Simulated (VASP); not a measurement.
Here is a VASP 6.6.1 calculation.

The input INCAR:

```
SYSTEM = Al
ALGO = Normal ; EDIFF = 1E-6
EDIFFG = -0.02 ; ENCUT = 600
GGA = PE ; IBRION = 2
ISIF = 3 ; ISMEAR = 0
LASPH = .True. ; LCHARG = .False.
LREAL = .False. ; LWAVE = .False.
NELM = 100 ; NSW = 90
PREC = Accurate ; SIGMA = 0.1
```

The input KPOINTS:

```
k-points
0
Gamma
  12 12 8
  0 0 0
```

Contents of POSCAR:

```
Al
1.0
    2.8124553515      0.0000000000      0.0000000000
   -1.4062276757      2.4356577814      0.0000000000
    0.0000000000      0.0000000000      4.8668500000
Al
2
Direct
    0.6666666700      0.3333333300      0.7500000000
    0.3333333300      0.6666666700      0.2500000000
```

Potentials or basis: VASP PAW PBE potentials, release 64 (Al).

The run is started by

```bash
$ cat potpaw_PBE.64/Al/POTCAR > POTCAR
$ mpirun -np 1 vasp_std > vasp.out
```

(1) Estimate the relaxed cell.

(2) What does it give for the relaxed volume?

Answers

(1) a = 2.839 Å, b = 2.839 Å, c = 4.754 Å, α = 90.00°, β = 90.00°, γ = 120.00°.

(2) 16.59 Å³/atom.
